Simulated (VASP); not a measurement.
# Cd2S (Cmmm) in VASP: single point with PBE

Aim: the single point of Cd2S with PBE.

Program: VASP 6.6.1. These are calculated values, not measurements. Logs are shortened: lines on timing, memory, paths and dates and some standing lists are left out, and cuts for length are marked.

## Step 1: The cell of the first run

It takes space group Cmmm (No. 65, orthorhombic). The conventional cell has a = 3.797 Å, b = 11.303 Å, c = 3.845 Å, α = 90.00°, β = 90.00°, γ = 90.00°. Cd (site symmetry m2m) has 2 S at 2.59 Å and 2 Cd at 2.90 Å within 3.4 Å. Within 3.4 Å of S (site symmetry mmm) lie 4 Cd at 2.59 Å.

## Step 2: Single point, PBE

INCAR

```
PREC = Accurate
ENCUT = 520
EDIFF = 1E-7
ISMEAR = 0
SIGMA = 0.01
LREAL = F
LASPH = T
NELM = 80
ALGO = Normal
ISIF = 2
LWAVE = F
LCHARG = F
GGA = PE
NBANDS = 22
```

KPOINTS

```
regular mesh
0
Gamma
  10 10 10
```

POSCAR

```
Cd2S
1.0
    1.8984452815     -5.6515562207      0.0000000000
    1.8984452815      5.6515562207      0.0000000000
    0.0000000000      0.0000000000      3.8453863443
Cd S
2 1
Direct
    0.3467574843      0.6532425157      0.0000000000
    0.6532425157      0.3467574843      0.0000000000
    0.5000000000      0.5000000000      0.5000000000
```

Potentials or basis: VASP PAW PBE potentials, release 64 (Cd, S).

Launch:

```console
$ cat potpaw_PBE.64/Cd/POTCAR potpaw_PBE.64/S/POTCAR > POTCAR
$ mpirun -np 1 vasp_std > vasp.out
```

OUTCAR:

```text
PREC = Accurate
   ENCUT = 520
   EDIFF = 1E-7
   ISMEAR = 0
   LREAL = F
   LASPH = T
   NELM = 80
   ISIF = 2
   GGA = PE

 ion  position               nearest neighbor table
   1  0.347  0.653  0.000-   3 2.59   3 2.59   2 2.90   2 2.90   2 3.46
   2  0.653  0.347  0.000-   3 2.59   3 2.59   1 2.90   1 2.90   1 3.46
   3  0.500  0.500  0.500-   1 2.59   2 2.59   1 2.59   2 2.59

  LATTYP: Found a base centered orthorhombic cell.
 ALAT       =     3.7968905630
 B/A-ratio  =     2.9769392227
 C/A-ratio  =     1.0127724991

  Lattice vectors:

 A1 = (   1.8984452815,  -5.6515562207,   0.0000000000)
 A2 = (   1.8984452815,   5.6515562207,   0.0000000000)
 A3 = (   0.0000000000,   0.0000000000,   3.8453863443)

Analysis of symmetry for initial positions (statically):
=====================================================================
 Subroutine PRICEL returns:
 Original cell was already a primitive cell.

 Routine SETGRP: Setting up the symmetry group for a
 base centered orthorhombic supercell.

 Subroutine GETGRP returns: Found  8 space group operations
 (whereof  8 operations were pure point group operations)
 out of a pool of  8 trial point group operations.

The static configuration has the point symmetry D_2h.

Analysis of symmetry for dynamics (positions and initial velocities):
=====================================================================
 Subroutine PRICEL returns:
 Original cell was already a primitive cell.

 Routine SETGRP: Setting up the symmetry group for a
 base centered orthorhombic supercell.

 Subroutine GETGRP returns: Found  8 space group operations
 (whereof  8 operations were pure point group operations)
 out of a pool of  8 trial point group operations.

The dynamic configuration has the point symmetry D_2h.

 Subroutine INISYM returns: Found  8 space group operations
 (whereof  8 operations are pure point group operations),
 and found     1 'primitive' translations

----------------------------------------------------------------------------------------

                                     Primitive cell

  volume of cell :      82.5156

  direct lattice vectors                    reciprocal lattice vectors
[... 79 lines left out ...]
 SYSTEM =  unknown system
   PREC   = accura    normal or accurate (medium, high low for compatibility)
   ISTART =      0    job   : 0-new  1-cont  2-samecut
   ICHARG =      2    charge: 1-file 2-atom 10-const
   ISPIN  =      1    spin polarized calculation?
   LNONCOLLINEAR =      F non collinear calculations
   LSORBIT =      F    spin-orbit coupling
   LASPH  =      T    aspherical Exc in radial PAW
   ENCUT  =  520.0 eV  38.22 Ry    6.18 a.u.  11.09 11.09  7.15*2*pi/ulx,y,z
   NELM   =     80;   NELMIN=  2; NELMDL= -5     # of ELM steps
   EDIFF  = 0.1E-06   stopping-criterion for ELM
   LREAL  =      F    real-space projection
   EDIFFG = 0.1E-05   stopping-criterion for IOM
   NSW    =      0    number of steps for IOM
   IBRION =     -1    ionic relax: 0-MD 1-quasi-New 2-CG
   NFREE  =      0    steps in history (QN), initial steepest desc. (CG)
   ISIF   =      2    stress and relaxation
   ISYM   =      2    0-nonsym 1-usesym 2-fastsym
   POTIM  = 0.5000    time-step for ionic-motion
   TEBEG  =    0.0;   TEEND  =   0.0 temperature during run
   PSTRESS=    0.0 pullay stress
   NELECT =      30.0000    total number of electrons
   NUPDOWN=      -1.0000    fix difference up-down
   EMIN   =  10.00;   EMAX   =-10.00  energy-range for DOS
   EFERMI =   0.00;   METHOD = LEGACY
   ISMEAR =     0;   SIGMA  =   0.01  broadening in eV -4-tet -1-fermi 0-gaus
   EFERMI_NEDOS =   21; number of points for ismear=-14 and -15
   IALGO  =     38    algorithm
   IMIX   =      4    mixing-type and parameters
     AMIX     =   0.40;   BMIX     =  1.00
     AMIX_MAG =   1.60;   BMIX_MAG =  1.00
  volume/ion in A,a.u.               =      27.51       185.61
  Fermi-wavevector in a.u.,A,eV,Ry     =   1.168431  2.208015 18.575108  1.365232
  Thomas-Fermi vector in A             =   2.304918
   LORBIT       =      0    0 simple, 1 ext, 2 COOP (PROOUT), +10 PAW based schemes
   GGA     = PE    functional components
   LHFCALC =     F    Hartree Fock is set to
   AEXX    =    0.0000 exact exchange contribution
   IVDW    =     0    specifies the selected vdW correction
   LEPSILON=     F    determine dielectric tensor
   LRPA    =     F    only Hartree local field effects (RPA)
 non-spin polarized calculation
 Gauss-broadening in eV      SIGMA  =   0.01
  energy-cutoff  :      520.00
  volume of cell :       82.52
 maximum number of plane-waves:      2244
 NGX is ok and might be reduce to    48
   NGX = 23   NGY = 23   NGZ = 15

 number of electron      29.9999991 magnetization

 Free energy of the ion-electron system (eV)
  ---------------------------------------------------
  ext. energy  EPLUGINS =         0.00000000
  ---------------------------------------------------
  free energy    TOTEN  =        -6.05968785 eV

  energy without entropy =       -6.05968785  energy(sigma->0) =       -6.05968785

 E-fermi :   1.0995     XC(G=0):  -9.0437

 val. band max:        1.0490813841   @ k =   0.3000   0.2000   0.3000
 cond. band min:       1.1509289343   @ k =   0.3000   0.2000   0.0000
 fundamental gap:      0.1018475502
 Fermi energy:         1.0995068825

 k-point     1 :       0.0000    0.0000    0.0000
  band No.  band energies     occupation
      1     -11.3384      2.00000
      2      -7.4919      2.00000
      3      -7.4855      2.00000
      4      -7.4499      2.00000
      5      -7.4246      2.00000
      6      -7.0803      2.00000
[... 589 lines left out ...]
     21      10.1478      0.00000
     22      10.7719      0.00000

 [... further k-points ...]
[... 5 lines left out ...]
  --------------------------------------------------------------------------------------
  -------------------------------------------------------------------------------------
  Total        0.0436212      0.1796113      0.1919474      0.0000000      0.0000000      0.0000000
  in kB        0.8469774      3.4874513      3.7269769      0.0000000      0.0000000      0.0000000
  external PRESSURE =       2.6871352 kB  Pullay stress =       0.0000000 kB

 VOLUME and BASIS-vectors are now :
 -----------------------------------------------------------------------------
  energy-cutoff  :      520.00
  volume of cell :       82.52
      direct lattice vectors                 reciprocal lattice vectors
     1.898445281 -5.651556221  0.000000000     0.263373406 -0.088471207  0.000000000
     1.898445281  5.651556221  0.000000000     0.263373406  0.088471207  0.000000000
     0.000000000  0.000000000  3.845386344     0.000000000  0.000000000  0.260051893

 POSITION                                       TOTAL-FORCE (eV/Angst)
 -----------------------------------------------------------------------------------
      1.89845      1.73212      0.00000         0.000000      0.018073     -0.000000
      1.89845     -1.73212      0.00000         0.000000     -0.018073      0.000000
      1.89845      0.00000      1.92269        -0.000000     -0.000000      0.000000
 -----------------------------------------------------------------------------------
    total drift:                               -0.000000     -0.000000      0.000000

  FREE ENERGIE OF THE ION-ELECTRON SYSTEM (eV)
  ---------------------------------------------------
  free  energy   TOTEN  =        -6.0596878499 eV

  energy  without entropy=       -6.0596878499  energy(sigma->0) =       -6.05968785
```

OSZICAR:

```text
N       E                     dE             d eps       ncg     rms          rms(c)
DAV:   1     0.205753634723E+03    0.20575E+03   -0.14883E+04  8184   0.126E+03
DAV:   2     0.227628363808E+01   -0.20348E+03   -0.19434E+03  9254   0.323E+02
DAV:   3    -0.696827427249E+01   -0.92446E+01   -0.91960E+01  9792   0.698E+01
DAV:   4    -0.704590700610E+01   -0.77633E-01   -0.77616E-01  9060   0.599E+00
DAV:   5    -0.704691770010E+01   -0.10107E-02   -0.10107E-02  9878   0.660E-01    0.745E+00
DAV:   6    -0.609080058365E+01    0.95612E+00   -0.17097E+00 10020   0.122E+01    0.593E+00
DAV:   7    -0.606845570920E+01    0.22345E-01   -0.54095E-01  9546   0.370E+00    0.312E+00
DAV:   8    -0.606362836585E+01    0.48273E-02   -0.69025E-02  9202   0.235E+00    0.346E-01
DAV:   9    -0.605949923442E+01    0.41291E-02   -0.21560E-02  9796   0.135E+00    0.175E-01
DAV:  10    -0.605958945180E+01   -0.90217E-04   -0.18531E-03  9168   0.332E-01    0.106E-01
DAV:  11    -0.605971894198E+01   -0.12949E-03   -0.59343E-04  9108   0.138E-01    0.444E-02
DAV:  12    -0.605968677311E+01    0.32169E-04   -0.10899E-04  9516   0.581E-02    0.191E-02
DAV:  13    -0.605968802254E+01   -0.12494E-05   -0.13901E-05  9150   0.235E-02    0.792E-03
DAV:  14    -0.605968772841E+01    0.29413E-06   -0.65531E-07  9592   0.779E-03    0.335E-03
DAV:  15    -0.605968785981E+01   -0.13140E-06   -0.26940E-07  8722   0.267E-03    0.127E-03
DAV:  16    -0.605968784988E+01    0.99317E-08   -0.14190E-08  4932   0.736E-04
   1 F= -.60596878E+01 E0= -.60596878E+01  d E =-.482952E-15
```

Run time: 3.1 min. Hardware: 1 thread of Intel Xeon 6975P-C (Granite Rapids), shared host; peak memory 0.46 GiB.

Results:

| Property | Result |
| --- | --- |
| Free energy | -6.0597 eV |
| Pressure | 0.3 GPa |
| Largest force | 0.018 eV/Å |
| Band gap on the k mesh | 0.10 eV, indirect (least direct gap 0.17 eV) |

Forces in eV/Å, atoms in the order of the input:
```
Cd   0.000  0.018  0.000
Cd   0.000 -0.018  0.000
S    0.000  0.000  0.000
```

A k mesh can miss the band edges.
